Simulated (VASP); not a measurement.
# Te (P6_3/mmc) in VASP: single point with r2SCAN

Aim: the single point of Te with r2SCAN.

All numbers are computed with VASP 6.6.1; they aren't measurements. Logs are shortened: lines on timing, memory, paths and dates and some standing lists are left out, and cuts for length are marked.

**1. The cell of the first run**

Symmetry: P6_3/mmc, No. 194, hexagonal system. The conventional cell has a = 5.224 Å, b = 5.224 Å, c = 6.274 Å, α = 90.00°, β = 90.00°, γ = 120.00°. Te (site symmetry -6m2) has 5 Te at 3.02 to 3.14 Å within 4.0 Å. Te (site symmetry -6m2) has 3 Te at 3.02 Å within 4.0 Å.

This isn't the form of Te at room conditions, which is trigonal, of chains.

**2. Single point, r2SCAN**

Contents of POSCAR:

```
Te
1.0
    5.2240006511      0.0000000000      0.0000000000
   -2.6120003255      4.5241172732      0.0000000000
    0.0000000000      0.0000000000      6.2741908361
Te
4
Direct
    0.0000000000      0.0000000000      0.2500000000
    0.0000000000      0.0000000000      0.7500000000
    0.3333333333      0.6666666667      0.7500000000
    0.6666666667      0.3333333333      0.2500000000
```

Contents of INCAR.step1:

```
SYSTEM = Te
  PREC = Accurate
  ENCUT = 520
  ISMEAR = 0
  SIGMA = 0.1
  LREAL = .FALSE.
  LASPH = .TRUE.
  NELM = 80
  NBANDS = 20
  GGA = PE
  ALGO = Normal
  EDIFF = 1E-4
  LWAVE = .TRUE.
  LCHARG = .FALSE.
```

Contents of INCAR.step2:

```
SYSTEM = Te
  PREC = Accurate
  ENCUT = 520
  EDIFF = 1E-7
  ISMEAR = 0
  SIGMA = 0.1
  LREAL = .FALSE.
  LASPH = .TRUE.
  NELM = 80
  ALGO = Normal
  ISIF = 2
  LWAVE = .FALSE.
  LCHARG = .FALSE.
  METAGGA = R2SCAN
  LMIXTAU = .TRUE.
  NBANDS = 20
  ISTART = 1
```

Contents of KPOINTS:

```
regular mesh
0
G
  12 12 8
  0 0 0
```

Potentials or basis: VASP PAW PBE potentials, release 64 (Te).

Launch:

```bash
> cat potpaw_PBE.64/Te/POTCAR > POTCAR
> cp INCAR.step1 INCAR
> mpirun -np 1 vasp_std > vasp.out
> cp INCAR.step2 INCAR
> mpirun -np 1 vasp_std > vasp.out
```

OUTCAR:

```text
SYSTEM = Te
   PREC = Accurate
   ENCUT = 520
   EDIFF = 1E-7
   ISMEAR = 0
   LREAL = .FALSE.
   LASPH = .TRUE.
   NELM = 80
   ISIF = 2
   METAGGA = R2SCAN
   ISTART = 1

 ion  position               nearest neighbor table
   1  0.000  0.000  0.250-   4 3.02   4 3.02   4 3.02   2 3.14   2 3.14
   2  0.000  0.000  0.750-   3 3.02   3 3.02   3 3.02   1 3.14   1 3.14
   3  0.333  0.667  0.750-   2 3.02   2 3.02   2 3.02
   4  0.667  0.333  0.250-   1 3.02   1 3.02   1 3.02

  LATTYP: Found a hexagonal cell.
 ALAT       =     5.2240006511
 C/A-ratio  =     1.2010317868

  Lattice vectors:

 A1 = (   5.2240006511,   0.0000000000,   0.0000000000)
 A2 = (  -2.6120003255,   4.5241172732,   0.0000000000)
 A3 = (   0.0000000000,   0.0000000000,   6.2741908361)

Analysis of symmetry for initial positions (statically):
=====================================================================
 Subroutine PRICEL returns:
 Original cell was already a primitive cell.

 Routine SETGRP: Setting up the symmetry group for a
 hexagonal supercell.

 Subroutine GETGRP returns: Found 24 space group operations
 (whereof 12 operations were pure point group operations)
 out of a pool of 24 trial point group operations.

The static configuration has the point symmetry D_3d.
 The point group associated with its full space group is D_6h.

Analysis of symmetry for dynamics (positions and initial velocities):
=====================================================================
 Subroutine PRICEL returns:
 Original cell was already a primitive cell.

 Routine SETGRP: Setting up the symmetry group for a
 hexagonal supercell.

 Subroutine GETGRP returns: Found 24 space group operations
 (whereof 12 operations were pure point group operations)
 out of a pool of 24 trial point group operations.

The dynamic configuration has the point symmetry D_3d.
 The point group associated with its full space group is D_6h.

 Subroutine INISYM returns: Found 24 space group operations
 (whereof 12 operations are pure point group operations),
 and found     1 'primitive' translations

----------------------------------------------------------------------------------------

                                     Primitive cell

  volume of cell :     148.2842

  direct lattice vectors                    reciprocal lattice vectors
     5.224000651  0.000000000  0.000000000     0.191424172  0.110518797  0.000000000
    -2.612000325  4.524117273  0.000000000     0.000000000  0.221037595  0.000000000
     0.000000000  0.000000000  6.274190836     0.000000000  0.000000000  0.159383102

  length of vectors
     5.224000651  5.224000651  6.274190836     0.221037595  0.221037595  0.159383102

  position of ions in fractional coordinates (direct lattice)
     0.000000000  0.000000000  0.250000000
     0.000000000  0.000000000  0.750000000
     0.333333333  0.666666667  0.750000000
     0.666666667  0.333333333  0.250000000

  ion indices of the primitive-cell ions
   primitive index   ion index
                 1           1
                 2           2
                 3           3
                 4           4

----------------------------------------------------------------------------------------

 KPOINTS: regular mesh

Automatic generation of k-mesh.
 Grid dimensions read from file:
 generate k-points for:   12   12    8

 Generating k-lattice:

  Cartesian coordinates                     Fractional coordinates (reciprocal lattice)
     0.015952014  0.009209900  0.000000000     0.083333333  0.000000000  0.000000000
     0.000000000  0.018419800  0.000000000     0.000000000  0.083333333  0.000000000
     0.000000000  0.000000000  0.019922888     0.000000000  0.000000000  0.125000000

  Length of vectors
     0.018419800  0.018419800  0.019922888

  Shift w.r.t. Gamma in fractional coordinates (k-lattice)
     0.000000000  0.000000000  0.000000000

 Subroutine IBZKPT returns following result:
 ===========================================

 Found     95 irreducible k-points:

 Following reciprocal coordinates:
            Coordinates               Weight
  0.000000  0.000000  0.000000      1.000000
  0.083333  0.000000  0.000000      6.000000
  0.166667  0.000000  0.000000      6.000000
  0.250000  0.000000  0.000000      6.000000
  0.333333  0.000000  0.000000      6.000000
  0.416667  0.000000  0.000000      6.000000
[... 16 lines left out ...]
  0.250000  0.000000  0.125000     12.000000
  0.333333  0.000000  0.125000     12.000000
 [... further k-points ...]
   k-points           NKPTS =     95   k-points in BZ     NKDIM =     95   number of bands    NBANDS=     20
   number of dos      NEDOS =    301   number of ions     NIONS =      4
   total plane-waves  NPLWV =  76800
   dimension x,y,z NGX =    40 NGY =   40 NGZ =   48
   dimension x,y,z NGXF=    80 NGYF=   80 NGZF=   96
   ions per type =               4
   NGX,Y,Z   is equivalent  to a cutoff of  12.73, 12.73, 12.72 a.u.
   NGXF,Y,Z  is equivalent  to a cutoff of  25.46, 25.46, 25.44 a.u.
 SYSTEM =  Te
   PREC   = accura    normal or accurate (medium, high low for compatibility)
   ISTART =      1    job   : 0-new  1-cont  2-samecut
   ICHARG =      0    charge: 1-file 2-atom 10-const
   ISPIN  =      1    spin polarized calculation?
   LNONCOLLINEAR =      F non collinear calculations
   LSORBIT =      F    spin-orbit coupling
   LASPH  =      T    aspherical Exc in radial PAW
   ENCUT  =  520.0 eV  38.22 Ry    6.18 a.u.   9.71  9.71 11.67*2*pi/ulx,y,z
   NELM   =     80;   NELMIN=  2; NELMDL=  0     # of ELM steps
   EDIFF  = 0.1E-06   stopping-criterion for ELM
   LREAL  =      F    real-space projection
   EDIFFG = 0.1E-05   stopping-criterion for IOM
   NSW    =      0    number of steps for IOM
   IBRION =     -1    ionic relax: 0-MD 1-quasi-New 2-CG
   NFREE  =      0    steps in history (QN), initial steepest desc. (CG)
   ISIF   =      2    stress and relaxation
   ISYM   =      2    0-nonsym 1-usesym 2-fastsym
   POTIM  = 0.5000    time-step for ionic-motion
   TEBEG  =    0.0;   TEEND  =   0.0 temperature during run
   PSTRESS=    0.0 pullay stress
   NELECT =      24.0000    total number of electrons
   NUPDOWN=      -1.0000    fix difference up-down
   EMIN   =  10.00;   EMAX   =-10.00  energy-range for DOS
   EFERMI =   0.00;   METHOD = LEGACY
   ISMEAR =     0;   SIGMA  =   0.10  broadening in eV -4-tet -1-fermi 0-gaus
   EFERMI_NEDOS =   21; number of points for ismear=-14 and -15
   IALGO  =     38    algorithm
   IMIX   =      4    mixing-type and parameters
     AMIX     =   0.40;   BMIX     =  1.00
     AMIX_MAG =   1.60;   BMIX_MAG =  1.00
  volume/ion in A,a.u.               =      37.07       250.17
  Fermi-wavevector in a.u.,A,eV,Ry     =   0.892169  1.685954 10.829761  0.795965
  Thomas-Fermi vector in A             =   2.014083
   LORBIT       =      0    0 simple, 1 ext, 2 COOP (PROOUT), +10 PAW based schemes
   METAGGA = R2SCAN    functional components
   LHFCALC =     F    Hartree Fock is set to
   AEXX    =    0.0000 exact exchange contribution
   IVDW    =     0    specifies the selected vdW correction
   LEPSILON=     F    determine dielectric tensor
   LRPA    =     F    only Hartree local field effects (RPA)
 non-spin polarized calculation
 Gauss-broadening in eV      SIGMA  =   0.10
  energy-cutoff  :      520.00
  volume of cell :      148.28
 maximum number of plane-waves:      4022
 NGX is ok and might be reduce to    40
   NGX = 19   NGY = 19   NGZ = 23

 number of electron      23.9999998 magnetization

 Free energy of the ion-electron system (eV)
  ---------------------------------------------------
  ext. energy  EPLUGINS =         0.00000000
  ---------------------------------------------------
  free energy    TOTEN  =      -100.19131477 eV

  energy without entropy =     -100.17090566  energy(sigma->0) =     -100.18111021

 E-fermi :   4.9478     XC(G=0):  -9.0540

 val. band max:        4.9449676343   @ k =   0.1667   0.0833   0.2500
 cond. band min:       4.9543157515   @ k =   0.2500   0.1667   0.1250
 fundamental gap:      0.0093481173
 Fermi energy:         4.9478219858

 k-point     1 :       0.0000    0.0000    0.0000
  band No.  band energies     occupation
      1      -9.1444      2.00000
      2      -7.6394      2.00000
      3      -4.7721      2.00000
      4      -3.7146      2.00000
      5      -0.8590      2.00000
      6       0.3154      2.00000
[... 12 lines left out ...]
     19      10.1750      0.00000
     20      10.1750      0.00000

 k-point     2 :       0.0833    0.0000    0.0000
  band No.  band energies     occupation
      1      -9.1067      2.00000
      2      -7.6044      2.00000
      3      -4.8922      2.00000
      4      -3.8480      2.00000
      5      -0.8289      2.00000
      6       0.2344      2.00000
[... 12 lines left out ...]
     19      10.1411      0.00000
     20      10.1589      0.00000

 k-point     3 :       0.1667    0.0000    0.0000
  band No.  band energies     occupation
      1      -8.9960      2.00000
      2      -7.5021      2.00000
      3      -5.2064      2.00000
      4      -4.1957      2.00000
      5      -0.7427      2.00000
      6       0.0494      2.00000
[... 12 lines left out ...]
     19      10.4897      0.00000
     20      10.5490      0.00000

 k-point     4 :       0.2500    0.0000    0.0000
  band No.  band energies     occupation
      1      -8.8208      2.00000
      2      -7.3423      2.00000
      3      -5.6157      2.00000
      4      -4.6534      2.00000
      5      -0.6139      2.00000
      6      -0.1531      2.00000
[... 12 lines left out ...]
     19      10.8697      0.00000
     20      11.0996      0.00000

 k-point     5 :       0.3333    0.0000    0.0000
  band No.  band energies     occupation
      1      -8.6017      2.00000
      2      -7.1557      2.00000
      3      -6.0057      2.00000
      4      -5.1334      2.00000
      5      -0.4683      2.00000
      6      -0.3219      2.00000
[... 12 lines left out ...]
     19      11.1327      0.00000
     20      11.2887      0.00000

 k-point     6 :       0.4167    0.0000    0.0000
  band No.  band energies     occupation
      1      -8.3888      2.00000
      2      -7.0346      2.00000
      3      -6.2133      2.00000
      4      -5.5671      2.00000
      5      -0.4312      2.00000
      6      -0.3474      2.00000
[... 12 lines left out ...]
     19      10.7045      0.00000
     20      11.7606      0.00000

 k-point     7 :       0.5000    0.0000    0.0000
  band No.  band energies     occupation
      1      -8.2897      2.00000
      2      -7.0309      2.00000
      3      -6.1855      2.00000
      4      -5.8047      2.00000
      5      -0.4688      2.00000
      6      -0.2993      2.00000
[... 12 lines left out ...]
     19      10.2388      0.00000
     20      12.1802      0.00000
[... 277 lines left out ...]
 k-point    20 :       0.0000    0.0000    0.1250
  band No.  band energies     occupation
      1      -9.1003      2.00000
      2      -7.7165      2.00000
      3      -4.7471      2.00000
      4      -3.8004      2.00000
      5      -0.6086      2.00000
      6       0.3475      2.00000
[... 12 lines left out ...]
     19      10.3721      0.00000
     20      10.3721      0.00000

 k-point    21 :       0.0833    0.0000    0.1250
  band No.  band energies     occupation
      1      -9.0626      2.00000
      2      -7.6810      2.00000
      3      -4.8674      2.00000
      4      -3.9315      2.00000
      5      -0.5807      2.00000
      6       0.2680      2.00000
[... 12 lines left out ...]
     19      10.3117      0.00000
     20      10.4583      0.00000

 k-point    22 :       0.1667    0.0000    0.1250
  band No.  band energies     occupation
      1      -8.9518      2.00000
      2      -7.5770      2.00000
      3      -5.1823      2.00000
      4      -4.2747      2.00000
      5      -0.4981      2.00000
      6       0.0859      2.00000
[... 12 lines left out ...]
     19      10.6618      0.00000
     20      10.8694      0.00000

 k-point    23 :       0.2500    0.0000    0.1250
  band No.  band energies     occupation
      1      -8.7762      2.00000
      2      -7.4136      2.00000
      3      -5.5937      2.00000
      4      -4.7289      2.00000
      5      -0.3706      2.00000
      6      -0.1142      2.00000
[... 12 lines left out ...]
     19      11.0819      0.00000
     20      11.3689      0.00000

 k-point    24 :       0.3333    0.0000    0.1250
  band No.  band energies     occupation
      1      -8.5563      2.00000
      2      -7.2184      2.00000
      3      -5.9903      2.00000
      4      -5.2081      2.00000
      5      -0.2816      2.00000
      6      -0.2231      2.00000
[... 12 lines left out ...]
     19      11.0851      0.00000
     20      11.5176      0.00000

 [... further k-points ...]

------------------------ aborting loop because EDIFF is reached ----------------------------------------

  FORCE on cell =-STRESS in cart. coord.  units (eV):
  Direction    XX          YY          ZZ          XY          YZ          ZX
  --------------------------------------------------------------------------------------
  -------------------------------------------------------------------------------------
  Total       -0.0264771     -0.0264771     -0.0264819     -0.0000000      0.0000000      0.0000000
  in kB       -0.2860790     -0.2860790     -0.2861305     -0.0000000      0.0000000      0.0000000
  external PRESSURE =      -0.2860962 kB  Pullay stress =       0.0000000 kB

 VOLUME and BASIS-vectors are now :
 -----------------------------------------------------------------------------
  energy-cutoff  :      520.00
  volume of cell :      148.28
      direct lattice vectors                 reciprocal lattice vectors
     5.224000651  0.000000000  0.000000000     0.191424172  0.110518797  0.000000000
    -2.612000325  4.524117273  0.000000000     0.000000000  0.221037595  0.000000000
     0.000000000  0.000000000  6.274190836     0.000000000  0.000000000  0.159383102

 POSITION                                       TOTAL-FORCE (eV/Angst)
 -----------------------------------------------------------------------------------
      0.00000      0.00000      1.56855        -0.000000      0.000000      0.000000
      0.00000      0.00000      4.70564         0.000000     -0.000000      0.000000
     -0.00000      3.01608      4.70564         0.000000      0.000000     -0.000000
      2.61200      1.50804      1.56855        -0.000000     -0.000000      0.000000
 -----------------------------------------------------------------------------------
    total drift:                                0.000000     -0.000000      0.000000

  FREE ENERGIE OF THE ION-ELECTRON SYSTEM (eV)
  ---------------------------------------------------
  free  energy   TOTEN  =      -100.1913147656 eV

  energy  without entropy=     -100.1709056553  energy(sigma->0) =     -100.18111021
```

Run time: 7.2 min. Hardware: 1 thread of Intel Xeon 6975P-C (Granite Rapids), shared host; peak memory 0.42 GiB.

Results:

```yaml
Free_energy: -100.1913 eV
Pressure: 0.0 GPa
Band_gap_on_the_k_mesh: zero (bands 12 and 13 overlap by 1.74 eV)
```

Caveat: the PAW data sets were made with another functional, which shifts forces and pressure a little; spin-orbit coupling is left out, which moves the levels of the heavy elements.
